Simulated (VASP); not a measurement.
Here is a VASP 6.6.1 calculation.

INCAR

```
ALGO = Normal
EDIFF = 1E-7
ENCUT = 520
GGA = RP
ISIF = 2
ISMEAR = -1
LASPH = True
LCHARG = False
LREAL = False
LWAVE = False
NBANDS = 12
NELM = 100
PREC = Accurate
SIGMA = 0.1
```

KPOINTS

```
k-points
0
Gamma
  14 14 14
```

Contents of POSCAR:

```
Zr
1.0
   -1.8288140492      1.8288140492      1.8288140492
    1.8288140492     -1.8288140492      1.8288140492
    1.8288140492      1.8288140492     -1.8288140492
Zr
1
Direct
    0.0000000000      0.0000000000      0.0000000000
```

Potentials or basis: VASP PAW PBE potentials, release 64 (Zr_sv).

The run is started by

```bash
$ cat potpaw_PBE.64/Zr_sv/POTCAR > POTCAR
$ mpirun -np 1 vasp_std > vasp.out
```

(1) What does it give for the pressure?

(2) What does it give for the band gap on the k mesh?

## Answers

(1) -3.1 GPa.

(2) zero (band 6 reaches 9.37 eV, above the bottom of band 7 at 7.65 eV).

Caveat: the PAW data sets were made with another functional, which shifts forces and pressure a little.
